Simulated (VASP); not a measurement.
A run of VASP 6.6.1:

Contents of INCAR:

```
SYSTEM = MgO
ALGO     = Normal         ! electronic algorithm
EDIFF    = 1E-6           ! SCF threshold, eV
ENCUT    = 520            ! plane-wave cutoff, eV
GGA      = PE             ! functional
ISIF     = 2              ! what is computed and relaxed
ISMEAR   = 0              ! smearing method
LASPH    = .True.         ! aspherical terms in the spheres
LCHARG   = .False.        ! write CHGCAR
LREAL    = .False.        ! projectors in reciprocal space
LWAVE    = .False.        ! write WAVECAR
NBANDS   = 11             ! bands
NELM     = 100            ! most SCF steps
PREC     = Accurate       ! precision mode
SIGMA    = 0.02           ! smearing width, eV
```

File KPOINTS:

```
k-points
0
Gamma
  10 10 10
  0 0 0
```

File POSCAR:

```
MgO
1.0
    0.0000000000      1.9610411484      1.9610411484
    1.9610411484      0.0000000000      1.9610411484
    1.9610411484      1.9610411484      0.0000000000
Mg O
1 1
Direct
    0.0000000000      0.0000000000      0.0000000000
    0.5000000000      0.5000000000      0.5000000000
```

Potentials or basis: VASP PAW PBE potentials, release 64 (Mg, O).

Launch:

```console
$ cat potpaw_PBE.64/Mg/POTCAR potpaw_PBE.64/O/POTCAR > POTCAR
$ mpirun -np 1 vasp_std > vasp.out
```

Hardware: 1 thread of AMD EPYC 7R43 64-Core Processor (Zen 3) (shared host).

Question: Estimate the wall time of this run.

Answer: It took 12 s on 1 thread of AMD EPYC 7R43 64-Core Processor (Zen 3) (shared host), peak memory 0.11 GiB. Counts: scf iterations 12, k points 47.
